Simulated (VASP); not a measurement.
# Cu (Cmcm) in VASP: a series of runs

Aim: see how the results for Cu move with the level of theory and the settings. Levels: BLYP+D3(BJ), PBEsol+D3(BJ). Tasks: relaxation of cell and atoms.

Program: VASP 6.6.1. These are calculated values, not measurements. Logs are shortened: lines on timing, memory, paths and dates and some standing lists are left out, and cuts for length are marked.

## 1. The cell of the first run

Symmetry: Cmcm, No. 63, orthorhombic system. The conventional cell has a = 2.437 Å, b = 7.953 Å, c = 2.475 Å, α = 90.00°, β = 90.00°, γ = 90.00°. Within 3.2 Å of Cu (site symmetry m2m) lie 10 Cu at 2.44 to 2.54 Å.

## 2. Relaxation of cell and atoms, BLYP+D3(BJ)

File INCAR:

```
SYSTEM = Cu
PREC = Accurate ; ENCUT = 600
EDIFF = 1E-6 ; ISMEAR = -1
SIGMA = 0.05 ; LREAL = .False.
LASPH = .True. ; NELM = 100
ALGO = Normal ; ISIF = 3
LWAVE = .False. ; LCHARG = .False.
GGA = B5 ; ALDAX = 1.0
AGGAX = 1.0 ; AGGAC = 1.0
ALDAC = 0.0 ; IVDW = 12
VDW_S6 = 1.0 ; VDW_S8 = 2.6996
VDW_A1 = 0.4298 ; VDW_A2 = 4.2359
IBRION = 2 ; NSW = 80
EDIFFG = -0.005
```

File KPOINTS:

```
Automatic mesh
0
Gamma
  14 14 13
  0 0 0
```

File POSCAR:

```
Cu
1.0
    4.1588740000      0.0000000000      0.0000000000
   -3.4449051002      2.3299918022      0.0000000000
    0.0000000000      0.0000000000      2.4754960000
Cu
2
Direct
    0.1338670000      0.8661330000      0.2500000000
    0.8661330000      0.1338670000      0.7500000000
```

Potentials or basis: VASP PAW PBE potentials, release 64 (Cu).

Started as:

```sh
> cat potpaw_PBE.64/Cu/POTCAR > POTCAR
> mpirun -np 1 vasp_std > vasp.out
```

OUTCAR:

```text
SYSTEM = Cu
   PREC = Accurate
   ENCUT = 600
   EDIFF = 1E-6
   ISMEAR = -1
   LREAL = .False.
   LASPH = .True.
   NELM = 100
   ISIF = 3
   GGA = B5
   IVDW = 12
   IBRION = 2
   NSW = 80
   EDIFFG = -0.005
 IVDW          = 12

 ion  position               nearest neighbor table
   1  0.134  0.866  0.250-   2 2.46   2 2.46   2 2.54   2 2.54   2 2.54   2 2.54
   2  0.866  0.134  0.750-   1 2.46   1 2.46   1 2.54   1 2.54   1 2.54   1 2.54

  LATTYP: Found a base centered orthorhombic cell.
 ALAT       =     2.4369270379
 B/A-ratio  =     3.2634359885
 C/A-ratio  =     1.0158268842

  Lattice vectors:

 A1 = (   4.1588740000,   0.0000000000,   0.0000000000)
 A2 = (  -3.4449051002,   2.3299918022,   0.0000000000)
 A3 = (   0.0000000000,   0.0000000000,   2.4754960000)

Analysis of symmetry for initial positions (statically):
=====================================================================
 Subroutine PRICEL returns:
 Original cell was already a primitive cell.

 Routine SETGRP: Setting up the symmetry group for a
 base centered orthorhombic supercell.

 Subroutine GETGRP returns: Found  8 space group operations
 (whereof  4 operations were pure point group operations)
 out of a pool of  8 trial point group operations.

The static configuration has the point symmetry C_2h.
 The point group associated with its full space group is D_2h.

Analysis of symmetry for dynamics (positions and initial velocities):
=====================================================================
 Subroutine PRICEL returns:
 Original cell was already a primitive cell.

 Routine SETGRP: Setting up the symmetry group for a
 base centered orthorhombic supercell.

 Subroutine GETGRP returns: Found  8 space group operations
 (whereof  4 operations were pure point group operations)
 out of a pool of  8 trial point group operations.

The dynamic configuration has the point symmetry C_2h.
 The point group associated with its full space group is D_2h.

 Subroutine INISYM returns: Found  8 space group operations
 (whereof  4 operations are pure point group operations),
 and found     1 'primitive' translations

----------------------------------------------------------------------------------------

                                     Primitive cell

  volume of cell :      23.9879

  direct lattice vectors                    reciprocal lattice vectors
     4.158874000  0.000000000  0.000000000     0.240449699  0.355506141  0.000000000
    -3.444905100  2.329991802  0.000000000     0.000000000  0.429186059  0.000000000
     0.000000000  0.000000000  2.475496000     0.000000000  0.000000000  0.403959449

  length of vectors
     4.158874000  4.158874000  2.475496000     0.429186059  0.429186059  0.403959449

  position of ions in fractional coordinates (direct lattice)
     0.133867000  0.866133000  0.250000000
     0.866133000  0.133867000  0.750000000

  ion indices of the primitive-cell ions
   primitive index   ion index
                 1           1
                 2           2

----------------------------------------------------------------------------------------

 KPOINTS: Automatic mesh

Automatic generation of k-mesh.
 Grid dimensions read from file:
 generate k-points for:   14   14   13

 Generating k-lattice:

  Cartesian coordinates                     Fractional coordinates (reciprocal lattice)
     0.017174978  0.025393296  0.000000000     0.071428571  0.000000000  0.000000000
     0.000000000  0.030656147  0.000000000     0.000000000  0.071428571  0.000000000
     0.000000000  0.000000000  0.031073804     0.000000000  0.000000000  0.076923077

  Length of vectors
     0.030656147  0.030656147  0.031073804

  Shift w.r.t. Gamma in fractional coordinates (k-lattice)
     0.000000000  0.000000000  0.000000000

 Subroutine IBZKPT returns following result:
 ===========================================

 Found    399 irreducible k-points:

 Following reciprocal coordinates:
            Coordinates               Weight
  0.000000  0.000000  0.000000      1.000000
  0.071429 -0.000000  0.000000      4.000000
  0.142857 -0.000000  0.000000      4.000000
  0.214286  0.000000  0.000000      4.000000
  0.285714 -0.000000  0.000000      4.000000
  0.357143  0.000000  0.000000      4.000000
[... 16 lines left out ...]
  0.214286  0.142857  0.000000      4.000000
  0.285714  0.142857  0.000000      4.000000
 [... further k-points ...]
   k-points           NKPTS =    399   k-points in BZ     NKDIM =    399   number of bands    NBANDS=     15
   number of dos      NEDOS =    301   number of ions     NIONS =      2
   total plane-waves  NPLWV =  25920
   dimension x,y,z NGX =    36 NGY =   36 NGZ =   20
   dimension x,y,z NGXF=    72 NGYF=   72 NGZF=   40
   ions per type =               2
   NGX,Y,Z   is equivalent  to a cutoff of  14.39, 14.39, 13.43 a.u.
   NGXF,Y,Z  is equivalent  to a cutoff of  28.78, 28.78, 26.86 a.u.
 SYSTEM =  Cu
   PREC   = accura    normal or accurate (medium, high low for compatibility)
   ISTART =      0    job   : 0-new  1-cont  2-samecut
   ICHARG =      2    charge: 1-file 2-atom 10-const
   ISPIN  =      1    spin polarized calculation?
   LNONCOLLINEAR =      F non collinear calculations
   LSORBIT =      F    spin-orbit coupling
   LASPH  =      T    aspherical Exc in radial PAW
   ENCUT  =  600.0 eV  44.10 Ry    6.64 a.u.   8.31  8.31  4.94*2*pi/ulx,y,z
   NELM   =    100;   NELMIN=  2; NELMDL= -5     # of ELM steps
   EDIFF  = 0.1E-05   stopping-criterion for ELM
   LREAL  =      F    real-space projection
   EDIFFG = -.5E-02   stopping-criterion for IOM
   NSW    =     80    number of steps for IOM
   IBRION =      2    ionic relax: 0-MD 1-quasi-New 2-CG
   NFREE  =      1    steps in history (QN), initial steepest desc. (CG)
   ISIF   =      3    stress and relaxation
   ISYM   =      2    0-nonsym 1-usesym 2-fastsym
   POTIM  = 0.5000    time-step for ionic-motion
   TEBEG  =    0.0;   TEEND  =   0.0 temperature during run
   PSTRESS=    0.0 pullay stress
   NELECT =      22.0000    total number of electrons
   NUPDOWN=      -1.0000    fix difference up-down
   EMIN   =  10.00;   EMAX   =-10.00  energy-range for DOS
   EFERMI =   0.00;   METHOD = LEGACY
   ISMEAR =    -1;   SIGMA  =   0.05  broadening in eV -4-tet -1-fermi 0-gaus
   EFERMI_NEDOS =   21; number of points for ismear=-14 and -15
   IALGO  =     38    algorithm
   IMIX   =      4    mixing-type and parameters
     AMIX     =   0.40;   BMIX     =  1.00
     AMIX_MAG =   1.60;   BMIX_MAG =  1.00
  volume/ion in A,a.u.               =      11.99        80.94
  Fermi-wavevector in a.u.,A,eV,Ry     =   1.590566  3.005733 34.421366  2.529899
  Thomas-Fermi vector in A             =   2.689241
   LORBIT       =      0    0 simple, 1 ext, 2 COOP (PROOUT), +10 PAW based schemes
   GGA     = B5    functional components
   LHFCALC =     F    Hartree Fock is set to
   AEXX    =    0.0000 exact exchange contribution
   IVDW    =    12    specifies the selected vdW correction
   LEPSILON=     F    determine dielectric tensor
   LRPA    =     F    only Hartree local field effects (RPA)
 conjugate gradient relaxation of ions
 non-spin polarized calculation
  energy-cutoff  :      600.00
  volume of cell :       23.99
 maximum number of plane-waves:       813
 NGX is ok and might be reduce to    36
   NGX = 17   NGY = 17   NGZ =  9

--------------------------------------- Ionic step        1  -------------------------------------------

 number of electron      22.0000013 magnetization

 Free energy of the ion-electron system (eV)
  ---------------------------------------------------
  ext. energy  EPLUGINS =         0.00000000
  ---------------------------------------------------
  free energy    TOTEN  =        -5.66346600 eV

  energy without entropy =       -5.65955707  energy(sigma->0) =       -5.66151153

------------------------ aborting loop because EDIFF is reached ----------------------------------------

 Edisp (eV)   -2.59877

 E8    (eV) :    -1.8952

  FORCE on cell =-STRESS in cart. coord.  units (eV):
  Direction    XX          YY          ZZ          XY          YZ          ZX
  --------------------------------------------------------------------------------------
  -------------------------------------------------------------------------------------
  Total      -0.52536    -0.39390    -0.36539     0.04446    -0.00000     0.00000
  in kB     -35.08961   -26.30904   -24.40457     2.96941    -0.00000     0.00000
  external pressure =      -28.60 kB  Pullay stress =        0.00 kB
[... 97 lines left out ...]
  FREE ENERGIE OF THE ION-ELECTRON SYSTEM (eV)
  ---------------------------------------------------
  free  energy   TOTEN  =        -8.2672029199 eV

  energy  without entropy=       -8.2632304809  energy(sigma->0) =       -8.26521670

[... ionic steps 4 to 13 ...]

--------------------------------------- Ionic step       14  -------------------------------------------

 number of electron      22.0000017 magnetization

------------------------ aborting loop because EDIFF is reached ----------------------------------------

 Edisp (eV)   -2.65612

 E8    (eV) :    -1.9372
[... 69 lines left out ...]
  energy  without entropy=       -8.2635554232  energy(sigma->0) =       -8.26553416

--------------------------------------- Ionic step       16  -------------------------------------------

 number of electron      22.0000017 magnetization

 Free energy of the ion-electron system (eV)
  ---------------------------------------------------
  ext. energy  EPLUGINS =         0.00000000
  ---------------------------------------------------
  free energy    TOTEN  =        -5.61369114 eV

  energy without entropy =       -5.60972998  energy(sigma->0) =       -5.61171056

 E-fermi :   8.1390     XC(G=0): -12.1367

 val. band max:        8.1374183567   @ k =   0.4286   0.2857   0.2308
 cond. band min:       8.1419799065   @ k =  -0.2857   0.0714   0.4615
 fundamental gap:      0.0045615498
 Fermi energy:         8.1390042361

 k-point     1 :       0.0000    0.0000    0.0000
  band No.  band energies     occupation
      1      -1.1600      2.00000
      2       3.0280      2.00000
      3       3.7717      2.00000
      4       4.2284      2.00000
      5       4.9389      2.00000
      6       5.2598      2.00000
      7       5.6865      2.00000
      8       5.9685      2.00000
      9       6.1797      2.00000
     10       6.3101      2.00000
     11       6.6058      2.00000
     12       8.2259      0.29901
     13      13.1078      0.00000
     14      22.9002      0.00000
     15      26.8298      0.00000
[... 397 lines left out ...]
 k-point    24 :       0.2857    0.1429    0.0000
  band No.  band energies     occupation
      1       2.5664      2.00000
      2       3.6677      2.00000
      3       4.0293      2.00000
      4       4.5170      2.00000
      5       5.0417      2.00000
      6       5.1162      2.00000
      7       5.4542      2.00000
      8       5.7532      2.00000
      9       6.0878      2.00000
     10       6.4632      2.00000
     11       6.6471      2.00000
     12      11.1659      0.00000
     13      11.4984      0.00000
     14      15.5599      0.00000
     15      17.4027      0.00000

 [... further k-points ...]

------------------------ aborting loop because EDIFF is reached ----------------------------------------

 Edisp (eV)   -2.65384

 E8    (eV) :    -1.9355

  FORCE on cell =-STRESS in cart. coord.  units (eV):
  Direction    XX          YY          ZZ          XY          YZ          ZX
  --------------------------------------------------------------------------------------
  -------------------------------------------------------------------------------------
  Total      -0.00023    -0.00512     0.00132    -0.00165     0.00000     0.00000
  in kB      -0.01595    -0.34919     0.08989    -0.11270     0.00000     0.00000
  external pressure =       -0.09 kB  Pullay stress =        0.00 kB
[... 17 lines left out ...]
  FREE ENERGIE OF THE ION-ELECTRON SYSTEM (eV)
  ---------------------------------------------------
  free  energy   TOTEN  =        -8.2675263473 eV

  energy  without entropy=       -8.2635651863  energy(sigma->0) =       -8.26554577

 reached required accuracy - stopping structural energy minimisation
```

Wall time 29 min (1 thread of Oxide Virtual Turin-like, shared host); peak memory 0.28 GiB.

Results:

* Free energy: -8.2675 eV
* Relaxed volume: 11.75 Å³/atom
* Relaxed cell: a = 4.120 Å, b = 4.120 Å, c = 2.467 Å, α = 90.00°, β = 90.00°, γ = 145.85°
* Space group after relaxing (to 0.1 Å): Cmcm (No. 63)
* Energy gained by relaxing: 2.6 meV/atom
* Ionic steps: 16
* Pressure after relaxing: 0.0 GPa
* Largest force after relaxing: 0.004 eV/Å
* Band gap on the k mesh: zero (bands 11 and 12 overlap by 5.51 eV)
* Dispersion energy per atom: -1.327 eV

Forces on the atoms (eV/Å):
```
Cu   0.004 -0.001  0.000
Cu  -0.004  0.001  0.000
```

Step by step:
| step | energy change (eV) | largest force (eV/Å) | pressure (GPa) | volume (Å³) |
| --- | --- | --- | --- | --- |
| 1 | 0.0000 | 0.1034 | -2.86 | 23.99 |
| 2 | -0.0037 | 0.0386 | 1.67 | 23.25 |
| 3 | -0.0050 | 0.0633 | 0.10 | 23.49 |
| 4 | -0.0050 | 0.0613 | 0.15 | 23.48 |
| 5 | -0.0053 | 0.0071 | 0.05 | 23.50 |
| 6 | -0.0053 | 0.0032 | 0.01 | 23.50 |
| 7 | -0.0053 | 0.0062 | -0.18 | 23.50 |
| 8 | -0.0052 | 0.0066 | 0.41 | 23.46 |
| 9 | -0.0053 | 0.0051 | 0.00 | 23.49 |
| 10 | -0.0053 | 0.0057 | 0.12 | 23.49 |
| 11 | -0.0053 | 0.0048 | -0.49 | 23.49 |
| 12 | -0.0053 | 0.0055 | 0.54 | 23.49 |
| 13 | -0.0053 | 0.0036 | -0.16 | 23.49 |
| 14 | -0.0053 | 0.0052 | 0.22 | 23.49 |
| 15 | -0.0053 | 0.0016 | -0.21 | 23.53 |
| 16 | -0.0053 | 0.0041 | -0.01 | 23.51 |

Final structure:
```
Cu
1.0
     4.12032    0.00282    0.00000
    -3.41139    2.31073    0.00000
     0.00000    0.00000    2.46653
Cu
2
Direct
  0.13299 0.86701 0.25000
  0.86701 0.13299 0.75000
```

Caveat: the dispersion term is far too large for a dense solid, which distorts pressure and volume; the PAW data sets were made with another functional, which shifts forces and pressure a little.

## 3. Relaxation of cell and atoms, PBEsol+D3(BJ)

File INCAR:

```
SYSTEM = Cu
PREC = Accurate ; ENCUT = 600
EDIFF = 1E-6 ; ISMEAR = -1
SIGMA = 0.05 ; LREAL = .False.
LASPH = .True. ; NELM = 100
ALGO = Normal ; ISIF = 3
LWAVE = .False. ; LCHARG = .False.
GGA = PS ; IVDW = 12
IBRION = 2 ; NSW = 80
EDIFFG = -0.005
```

File KPOINTS:

```
regular mesh
0
Gamma
  14 14 13
  0 0 0
```

POSCAR is that of step 2.

Potentials or basis: VASP PAW PBE potentials, release 64 (Cu).

Started as:

```sh
> cat potpaw_PBE.64/Cu/POTCAR > POTCAR
> mpirun -np 1 vasp_std > vasp.out
```

Wall time 21 min (1 thread of Oxide Virtual Turin-like, shared host); peak memory 0.28 GiB.

It converged, with:

- Free energy: -9.3690 eV
- Relaxed volume: 11.38 Å³/atom
- Relaxed cell: a = 4.085 Å, b = 4.085 Å, c = 2.440 Å, α = 90.00°, β = 90.00°, γ = 145.99°
- Space group after relaxing (to 0.1 Å): Cmcm (No. 63)
- Energy gained by relaxing: 15.6 meV/atom
- Ionic steps: 8
- Pressure after relaxing: 0.0 GPa
- Band gap on the k mesh: zero (bands 11 and 12 overlap by 5.42 eV)
- Dispersion energy per atom: -0.544 eV

The path:
```
step  energy change (eV)  largest force (eV/Å)  pressure (GPa)  volume (Å³)
   1              0.0000                0.0067           -7.74        23.99
   2             -0.0167                0.1228            6.26        22.03
   3             -0.0308                0.0675           -0.02        22.78
   4             -0.0308                0.0691            0.14        22.76
   5             -0.0312                0.0176            0.19        22.75
   6             -0.0312                0.0055            0.23        22.74
   7             -0.0312                0.0036           -0.22        22.80
   8             -0.0312                0.0016            0.02        22.77
```

Final structure:
```cif
data_structure
_symmetry_space_group_name_H-M 'P 1'
_symmetry_Int_Tables_number 1
_cell_length_a 4.0846
_cell_length_b 4.0846
_cell_length_c 2.4397
_cell_angle_alpha 90.000
_cell_angle_beta 90.000
_cell_angle_gamma 145.988
_cell_volume 22.77
loop_
_atom_site_label
_atom_site_type_symbol
_atom_site_fract_x
_atom_site_fract_y
_atom_site_fract_z
_atom_site_occupancy
Cu1 Cu 0.13339 0.86661 0.25000 1
Cu2 Cu 0.86661 0.13339 0.75000 1
```

Levels at points of the mesh, in eV from the Fermi level:
```
           k point  band 7  band 8  band 9  band 10  band 11  band 12  band 13  band 14  band 15
(0.00, 0.00, 0.00)   -2.39   -2.07   -1.85    -1.71    -1.44    -0.17     5.13    15.06    19.17
(0.50, 0.00, 0.00)   -2.82   -2.59   -2.19    -1.67    -0.46     1.44     2.64     7.24    13.33
(0.50, 0.50, 0.00)   -2.70   -2.38   -2.38    -1.96    -1.61    -1.53    14.14    15.78    16.18
```

Caveat: the PAW data sets were made with another functional, which shifts forces and pressure a little.
